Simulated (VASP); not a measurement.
A run of VASP 6.6.1:

File INCAR:

```
ALGO = Normal ; EDIFF = 1E-6
ENCUT = 520 ; GGA = CA
ISIF = 2 ; ISMEAR = -1
LASPH = True ; LCHARG = False
LREAL = False ; LWAVE = False
NBANDS = 19 ; NELM = 80
PREC = Accurate ; SIGMA = 0.1
```

Contents of KPOINTS:

```
k-points
0
Gamma
  12 12 12
```

The input POSCAR:

```
Hg
1.0
    0.0000000000      2.8320073623      2.8320073623
    2.8320073623      0.0000000000      2.8320073623
    2.8320073623      2.8320073623      0.0000000000
Hg
2
Direct
   -0.1250000000     -0.1250000000     -0.1250000000
    0.1250000000      0.1250000000      0.1250000000
```

Potentials or basis: VASP PAW LDA potentials, release 64 (Hg).

Command:

```sh
$ cat potpaw_LDA.64/Hg/POTCAR > POTCAR
$ mpirun -np 1 vasp_std > vasp.out
```

Hardware: 1 thread of Intel(R) Xeon(R) 6975P-C (Granite Rapids), on a shared host.

How long does it take, and how much memory?

Run time: 21 s on 1 thread of Intel(R) Xeon(R) 6975P-C (Granite Rapids), with other jobs on the host, peak memory 0.18 GiB. Counts: scf iterations 11, k points 72.
